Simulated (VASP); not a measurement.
# Si2W (I4/mmm) in VASP: a series of runs

Runs on Si2W. Level: PBEsol. Tasks: single point.

Program: VASP 6.6.1. These are calculated values, not measurements. Logs are shortened: lines on timing, memory, paths and dates and some standing lists are left out, and cuts for length are marked.

## 1. The cell of the first run

The structure is tetragonal, space group I4/mmm (No. 139). Conventional cell: a = 3.042 Å, b = 3.042 Å, c = 7.816 Å, α = 90.00°, β = 90.00°, γ = 90.00°. Within 3.3 Å of Si (site symmetry 4mm) lie 5 W at 2.51 to 2.61 Å and 9 Si at 2.52 to 3.04 Å. Within 3.3 Å of W (site symmetry 4/mmm) lie 10 Si at 2.51 to 2.61 Å and 4 W at 3.04 Å.

## 2. Single point, PBEsol (strain -0.050 along x and y, +0.000 along z)

Contents of INCAR:

```
ALGO = Normal ; EDIFF = 1E-7
ENCUT = 520 ; GGA = PS
ISIF = 2 ; ISMEAR = 0
LASPH = T ; LCHARG = F
LREAL = F ; LWAVE = F
NBANDS = 18 ; NELM = 80
PREC = Accurate ; SIGMA = 0.15
```

Contents of KPOINTS:

```
k-points
0
Gamma
  20 20 20
```

Contents of POSCAR:

```
Si2W
1.0
   -1.5211872920      1.5211872920      3.9078662644
    1.5211872920     -1.5211872920      3.9078662644
    1.5211872920      1.5211872920     -3.9078662644
Si W
2 1
Direct
    0.3344989450      0.3344989450      0.0000000000
    0.6655010550      0.6655010550      0.0000000000
    0.0000000000      0.0000000000      0.0000000000
```

Potentials or basis: VASP PAW PBE potentials, release 64 (Si, W_sv).

The run is started by

```sh
$ cat potpaw_PBE.64/Si/POTCAR potpaw_PBE.64/W_sv/POTCAR > POTCAR
$ mpirun -np 1 vasp_std > vasp.out
```

OUTCAR:

```text
EDIFF = 1E-7
   ENCUT = 520
   GGA = PS
   ISIF = 2
   ISMEAR = 0
   LASPH = T
   LREAL = F
   NELM = 80
   PREC = Accurate

 ion  position               nearest neighbor table
   1  0.334  0.334  0.000-   3 2.51   3 2.51   3 2.51   3 2.51   2 2.52   2 2.52   2 2.52   2 2.52
                             2 2.59   3 2.61
   2  0.666  0.666  0.000-   3 2.51   3 2.51   3 2.51   3 2.51   1 2.52   1 2.52   1 2.52   1 2.52
                             1 2.59   3 2.61
   3  0.000  0.000  0.000-   2 2.51   2 2.51   2 2.51   1 2.51   2 2.51   1 2.51   1 2.51   1 2.51
                             1 2.61   2 2.61

  LATTYP: Found a body centered tetragonal cell.
 ALAT       =     3.0423745840
 C/A-ratio  =     2.5689580007

  Lattice vectors:

 A1 = (  -1.5211872920,   1.5211872920,   3.9078662644)
 A2 = (   1.5211872920,  -1.5211872920,   3.9078662644)
 A3 = (   1.5211872920,   1.5211872920,  -3.9078662644)

Analysis of symmetry for initial positions (statically):
=====================================================================
 Subroutine PRICEL returns:
 Original cell was already a primitive cell.

 Routine SETGRP: Setting up the symmetry group for a
 body centered tetragonal supercell.

 Subroutine GETGRP returns: Found 16 space group operations
 (whereof 16 operations were pure point group operations)
 out of a pool of 16 trial point group operations.

The static configuration has the point symmetry D_4h.

Analysis of symmetry for dynamics (positions and initial velocities):
=====================================================================
 Subroutine PRICEL returns:
 Original cell was already a primitive cell.

 Routine SETGRP: Setting up the symmetry group for a
 body centered tetragonal supercell.

 Subroutine GETGRP returns: Found 16 space group operations
 (whereof 16 operations were pure point group operations)
 out of a pool of 16 trial point group operations.

The dynamic configuration has the point symmetry D_4h.

 Subroutine INISYM returns: Found 16 space group operations
 (whereof 16 operations are pure point group operations),
 and found     1 'primitive' translations

----------------------------------------------------------------------------------------

                                     Primitive cell

  volume of cell :      36.1714

  direct lattice vectors                    reciprocal lattice vectors
    -1.521187292  1.521187292  3.907866264     0.000000000  0.328690624  0.127947060
     1.521187292 -1.521187292  3.907866264     0.328690624  0.000000000  0.127947060
     1.521187292  1.521187292 -3.907866264     0.328690624  0.328690624  0.000000000

  length of vectors
     4.460878870  4.460878870  4.460878870     0.352715149  0.352715149  0.464838738

  position of ions in fractional coordinates (direct lattice)
     0.334498945  0.334498945  0.000000000
     0.665501055  0.665501055  0.000000000
     0.000000000  0.000000000  0.000000000

  ion indices of the primitive-cell ions
   primitive index   ion index
                 1           1
                 2           2
                 3           3

----------------------------------------------------------------------------------------

 KPOINTS: k-points

Automatic generation of k-mesh.
 Grid dimensions read from file:
 generate k-points for:   20   20   20

 Generating k-lattice:

  Cartesian coordinates                     Fractional coordinates (reciprocal lattice)
     0.000000000  0.016434531  0.006397353     0.050000000  0.000000000 -0.000000000
     0.016434531  0.000000000  0.006397353     0.000000000  0.050000000 -0.000000000
     0.016434531  0.016434531  0.000000000     0.000000000  0.000000000  0.050000000

  Length of vectors
     0.017635757  0.017635757  0.023241937

  Shift w.r.t. Gamma in fractional coordinates (k-lattice)
     0.000000000  0.000000000  0.000000000

 Subroutine IBZKPT returns following result:
 ===========================================

 Found    641 irreducible k-points:

 Following reciprocal coordinates:
            Coordinates               Weight
  0.000000  0.000000  0.000000      1.000000
  0.050000  0.000000 -0.000000      8.000000
  0.100000  0.000000 -0.000000      8.000000
  0.150000 -0.000000  0.000000      8.000000
  0.200000  0.000000 -0.000000      8.000000
  0.250000  0.000000 -0.000000      8.000000
[... 16 lines left out ...]
 -0.400000  0.050000  0.000000     16.000000
 -0.350000  0.050000 -0.000000     16.000000
 [... further k-points ...]
   k-points           NKPTS =    641   k-points in BZ     NKDIM =    641   number of bands    NBANDS=     18
   number of dos      NEDOS =    301   number of ions     NIONS =      3
   total plane-waves  NPLWV =  46656
   dimension x,y,z NGX =    36 NGY =   36 NGZ =   36
   dimension x,y,z NGXF=    72 NGYF=   72 NGZF=   72
   ions per type =               2   1
   NGX,Y,Z   is equivalent  to a cutoff of  13.42, 13.42, 13.42 a.u.
   NGXF,Y,Z  is equivalent  to a cutoff of  26.83, 26.83, 26.83 a.u.
 SYSTEM =  unknown system
   PREC   = accura    normal or accurate (medium, high low for compatibility)
   ISTART =      0    job   : 0-new  1-cont  2-samecut
   ICHARG =      2    charge: 1-file 2-atom 10-const
   ISPIN  =      1    spin polarized calculation?
   LNONCOLLINEAR =      F non collinear calculations
   LSORBIT =      F    spin-orbit coupling
   LASPH  =      T    aspherical Exc in radial PAW
   ENCUT  =  520.0 eV  38.22 Ry    6.18 a.u.   8.29  8.29  8.29*2*pi/ulx,y,z
   NELM   =     80;   NELMIN=  2; NELMDL= -5     # of ELM steps
   EDIFF  = 0.1E-06   stopping-criterion for ELM
   LREAL  =      F    real-space projection
   EDIFFG = 0.1E-05   stopping-criterion for IOM
   NSW    =      0    number of steps for IOM
   IBRION =     -1    ionic relax: 0-MD 1-quasi-New 2-CG
   NFREE  =      0    steps in history (QN), initial steepest desc. (CG)
   ISIF   =      2    stress and relaxation
   ISYM   =      2    0-nonsym 1-usesym 2-fastsym
   POTIM  = 0.5000    time-step for ionic-motion
   TEBEG  =    0.0;   TEEND  =   0.0 temperature during run
   PSTRESS=    0.0 pullay stress
   NELECT =      22.0000    total number of electrons
   NUPDOWN=      -1.0000    fix difference up-down
   EMIN   =  10.00;   EMAX   =-10.00  energy-range for DOS
   EFERMI =   0.00;   METHOD = LEGACY
   ISMEAR =     0;   SIGMA  =   0.15  broadening in eV -4-tet -1-fermi 0-gaus
   EFERMI_NEDOS =   21; number of points for ismear=-14 and -15
   IALGO  =     38    algorithm
   IMIX   =      4    mixing-type and parameters
     AMIX     =   0.40;   BMIX     =  1.00
     AMIX_MAG =   1.60;   BMIX_MAG =  1.00
  volume/ion in A,a.u.               =      12.06        81.37
  Fermi-wavevector in a.u.,A,eV,Ry     =   1.387056  2.621156 26.176585  1.923925
  Thomas-Fermi vector in A             =   2.511313
   LORBIT       =      0    0 simple, 1 ext, 2 COOP (PROOUT), +10 PAW based schemes
   GGA     = PS    functional components
   LHFCALC =     F    Hartree Fock is set to
   AEXX    =    0.0000 exact exchange contribution
   IVDW    =     0    specifies the selected vdW correction
   LEPSILON=     F    determine dielectric tensor
   LRPA    =     F    only Hartree local field effects (RPA)
 non-spin polarized calculation
 Gauss-broadening in eV      SIGMA  =   0.15
  energy-cutoff  :      520.00
  volume of cell :       36.17
 maximum number of plane-waves:       995
 NGX is ok and might be reduce to    36
   NGX = 17   NGY = 17   NGZ = 17

 number of electron      22.0000000 magnetization

 Free energy of the ion-electron system (eV)
  ---------------------------------------------------
  ext. energy  EPLUGINS =         0.00000000
  ---------------------------------------------------
  free energy    TOTEN  =       -26.21892862 eV

  energy without entropy =      -26.21556471  energy(sigma->0) =      -26.21724667

 E-fermi :  13.6582     XC(G=0): -13.1487

 val. band max:       13.6528500467   @ k =  -0.3500   0.4500   0.3500
 cond. band min:      13.6701151125   @ k =   0.2500   0.2500   0.2500
 fundamental gap:      0.0172650658
 Fermi energy:        13.6582271004

 k-point     1 :       0.0000    0.0000    0.0000
  band No.  band energies     occupation
      1     -59.9945      2.00000
      2     -24.4275      2.00000
      3     -24.2533      2.00000
      4     -24.2533      2.00000
      5      -1.5119      2.00000
      6       5.7746      2.00000
[... 10 lines left out ...]
     17      19.7279      0.00000
     18      19.7279      0.00000

 k-point     2 :       0.0500    0.0000   -0.0000
  band No.  band energies     occupation
      1     -59.9941      2.00000
      2     -24.4266      2.00000
      3     -24.2635      2.00000
      4     -24.2524      2.00000
      5      -1.4576      2.00000
      6       5.7926      2.00000
[... 10 lines left out ...]
     17      19.7483      0.00000
     18      19.9664      0.00000

 k-point     3 :       0.1000    0.0000   -0.0000
  band No.  band energies     occupation
      1     -59.9928      2.00000
      2     -24.4239      2.00000
      3     -24.2928      2.00000
      4     -24.2497      2.00000
      5      -1.2957      2.00000
      6       5.8402      2.00000
[... 10 lines left out ...]
     17      19.8650      0.00000
     18      20.5379      0.00000

 k-point     4 :       0.1500   -0.0000    0.0000
  band No.  band energies     occupation
      1     -59.9909      2.00000
      2     -24.4199      2.00000
      3     -24.3381      2.00000
      4     -24.2455      2.00000
      5      -1.0303      2.00000
      6       5.8966      2.00000
[... 375 lines left out ...]
      4     -24.2256      2.00000
      5       2.2077      2.00000
      6       3.8669      2.00000
[... 10 lines left out ...]
     17      21.1094      0.00000
     18      21.7676      0.00000

 k-point    23 :      -0.4000    0.0500    0.0000
  band No.  band energies     occupation
      1     -59.9785      2.00000
      2     -24.6154      2.00000
      3     -24.3920      2.00000
      4     -24.2283      2.00000
      5       1.5316      2.00000
      6       4.5124      2.00000
[... 10 lines left out ...]
     17      21.2392      0.00000
     18      22.6451      0.00000

 k-point    24 :      -0.3500    0.0500   -0.0000
  band No.  band energies     occupation
      1     -59.9804      2.00000
      2     -24.5722      2.00000
      3     -24.3960      2.00000
      4     -24.2326      2.00000
      5       0.8834      2.00000
      6       5.1297      2.00000
[... 10 lines left out ...]
     17      21.5177      0.00000
     18      23.0536      0.00000

 [... further k-points ...]
[... 5 lines left out ...]
  --------------------------------------------------------------------------------------
  -------------------------------------------------------------------------------------
  Total        8.4285159      8.4285159      3.3965165      0.0000000      0.0000000     -0.0000000
  in kB      373.3332169    373.3332169    150.4455163      0.0000000      0.0000000     -0.0000000
  external PRESSURE =     299.0373167 kB  Pullay stress =       0.0000000 kB

 VOLUME and BASIS-vectors are now :
 -----------------------------------------------------------------------------
  energy-cutoff  :      520.00
  volume of cell :       36.17
      direct lattice vectors                 reciprocal lattice vectors
    -1.521187292  1.521187292  3.907866264     0.000000000  0.328690624  0.127947060
     1.521187292 -1.521187292  3.907866264     0.328690624  0.000000000  0.127947060
     1.521187292  1.521187292 -3.907866264     0.328690624  0.328690624  0.000000000

 POSITION                                       TOTAL-FORCE (eV/Angst)
 -----------------------------------------------------------------------------------
      0.00000      0.00000      2.61435         0.000000      0.000000     -0.362247
      0.00000      0.00000      5.20138         0.000000      0.000000      0.362247
      0.00000      0.00000      0.00000        -0.000000     -0.000000     -0.000000
 -----------------------------------------------------------------------------------
    total drift:                                0.000000     -0.000000      0.000000

  FREE ENERGIE OF THE ION-ELECTRON SYSTEM (eV)
  ---------------------------------------------------
  free  energy   TOTEN  =       -26.2189286237 eV

  energy  without entropy=      -26.2155647124  energy(sigma->0) =      -26.21724667
```

Wall time 20 min (1 thread of AMD EPYC 7R13, shared host); peak memory 0.49 GiB.

Results:

- Free energy: -26.2189 eV
- Pressure: 29.9 GPa
- Largest force: 0.362 eV/Å
- Band gap on the k mesh: zero (band 11 reaches 14.74 eV, above the bottom of band 12 at 13.12 eV)

Forces in eV/Å, atoms in the order of the input:
```
Si   0.000  0.000 -0.362
Si   0.000  0.000  0.362
W    0.000  0.000  0.000
```

Stress tensor (GPa, compression positive):
```
37.33  0.00  0.00
 0.00 37.33  0.00
 0.00  0.00 15.04
```

Levels at points of the mesh, in eV from the Fermi level:
| k point | band 7 | band 8 | band 9 | band 10 | band 11 | band 12 | band 13 | band 14 | band 15 | band 16 |
| --- | --- | --- | --- | --- | --- | --- | --- | --- | --- | --- |
| (0.00, 0.00, 0.00) | -4.40 | -4.13 | -2.98 | -2.98 | 0.97 | 2.42 | 3.73 | 3.77 | 3.77 | 4.77 |
| (0.50, 0.00, 0.00) | -6.57 | -5.37 | -3.44 | -2.94 | -0.50 | 3.26 | 3.41 | 3.52 | 4.67 | 5.64 |
| (0.50, 0.50, 0.00) | -6.54 | -5.51 | -5.48 | -4.21 | -1.75 | 2.65 | 3.47 | 3.68 | 3.75 | 4.23 |
| (0.50, 0.50, 0.50) | -4.64 | -3.05 | -0.72 | -0.72 | -0.52 | -0.52 | 1.14 | 3.91 | 5.83 | 5.89 |

Caveat: the cell differs from its parent crystal (strain -0.050 along x and y, +0.000 along z); the PAW data sets were made with another functional, which shifts forces and pressure a little; spin-orbit coupling is left out, which moves the levels of the heavy elements.

## 3. Single point, PBEsol (strain -0.025 along x and y, -0.050 along z)

Contents of INCAR:

```
ALGO = Normal ; EDIFF = 1E-6
ENCUT = 520 ; GGA = PS
ISIF = 2 ; ISMEAR = 0
LASPH = True ; LCHARG = False
LREAL = False ; LWAVE = False
NBANDS = 18 ; NELM = 80
PREC = Accurate ; SIGMA = 0.15
```

KPOINTS is that of step 2.

Contents of POSCAR:

```
Si2W
1.0
   -1.5612185366      1.5612185366      3.7124729512
    1.5612185366     -1.5612185366      3.7124729512
    1.5612185366      1.5612185366     -3.7124729512
Si W
2 1
Direct
    0.3344989450      0.3344989450      0.0000000000
    0.6655010550      0.6655010550      0.0000000000
    0.0000000000      0.0000000000      0.0000000000
```

Potentials or basis: VASP PAW PBE potentials, release 64 (Si, W_sv).

The run is started by

```sh
$ cat potpaw_PBE.64/Si/POTCAR potpaw_PBE.64/W_sv/POTCAR > POTCAR
$ mpirun -np 1 vasp_std > vasp.out
```

Run time: 10 min. Hardware: 1 thread of AMD EPYC 7R13, shared host; peak memory 0.47 GiB.

The run converged. Its results:

```yaml
Free_energy: -26.2518 eV
Pressure: 31.5 GPa
Largest_force: 0.256 eV/Å
Band_gap_on_the_k_mesh: zero (band 11 reaches 14.24 eV, above the bottom of band 12 at 12.90 eV)
```

Forces on the atoms (eV/Å):
```
Si   0.000  0.000 -0.256
Si   0.000  0.000  0.256
W    0.000  0.000  0.000
```

Stress tensor (GPa, compression positive):
```
25.03  0.00  0.00
 0.00 25.03  0.00
 0.00  0.00 44.45
```

Levels at points of the mesh, in eV from the Fermi level:
```tsv
k point	band 8	band 9	band 10	band 11	band 12	band 13	band 14	band 15
(0.00, 0.00, 0.00)	-3.22	-3.22	-3.13	0.61	2.55	3.31	3.31	3.48
(0.50, 0.00, 0.00)	-5.04	-3.21	-3.04	-0.60	2.93	3.10	4.55	5.28
(0.50, 0.50, 0.00)	-5.42	-5.34	-3.47	-1.70	3.41	3.64	3.67	4.55
(0.50, 0.50, 0.50)	-2.89	-0.90	-0.90	-0.47	-0.47	0.87	5.57	6.44
```

Caveat: the cell differs from its parent crystal (strain -0.025 along x and y, -0.050 along z); the PAW data sets were made with another functional, which shifts forces and pressure a little; spin-orbit coupling is left out, which moves the levels of the heavy elements.
